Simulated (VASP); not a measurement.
A run of VASP 6.6.1 is set up as follows.

File INCAR:

```
SYSTEM = Cu
  PREC = Accurate
  ENCUT = 520
  EDIFF = 1E-6
  ISMEAR = 0
  SIGMA = 0.15
  LREAL = .FALSE.
  LASPH = .TRUE.
  NELM = 80
  ALGO = Fast
  ISIF = 2
  LWAVE = .FALSE.
  LCHARG = .FALSE.
  GGA = PS
  NBANDS = 42
```

Contents of KPOINTS:

```
Automatic mesh
0
G
  24 24 2
  0 0 0
```

Contents of POSCAR:

```
Cu
1.0
    2.4947012523      0.0000000000      0.0000000000
   -1.2473506261      2.1604746593      0.0000000000
    0.0000000000      0.0000000000     24.5694588675
Cu
6
Direct
    0.0000000000      0.0000000000      0.3738265934
    0.6666666667      0.3333333333      0.2899969346
    0.3333333333      0.6666666667      0.4579262698
    0.0000000000      0.0000000000      0.6261734066
    0.6666666667      0.3333333333      0.5420737302
    0.3333333333      0.6666666667      0.7100030654
```

Potentials or basis: VASP PAW PBE potentials, release 64 (Cu).

The run is started by

```console
$ cat potpaw_PBE.64/Cu/POTCAR > POTCAR
$ mpirun -np 1 vasp_std > vasp.out
```

Question: Estimate the band gap on the k mesh.

Answer: Zero (bands 33 and 34 overlap by 5.29 eV).

Question: Predict the largest force.

Answer: 0.026 eV/Å.

Forces in eV/Å, atoms in the order of the input:
```
Cu   0.000  0.000 -0.026
Cu   0.000  0.000  0.002
Cu   0.000  0.000  0.006
Cu   0.000  0.000  0.026
Cu   0.000  0.000 -0.006
Cu   0.000  0.000 -0.002
```

Caveat: there is no dipole correction, which matters where the two faces differ; the PAW data sets were made with another functional, which shifts forces and pressure a little.
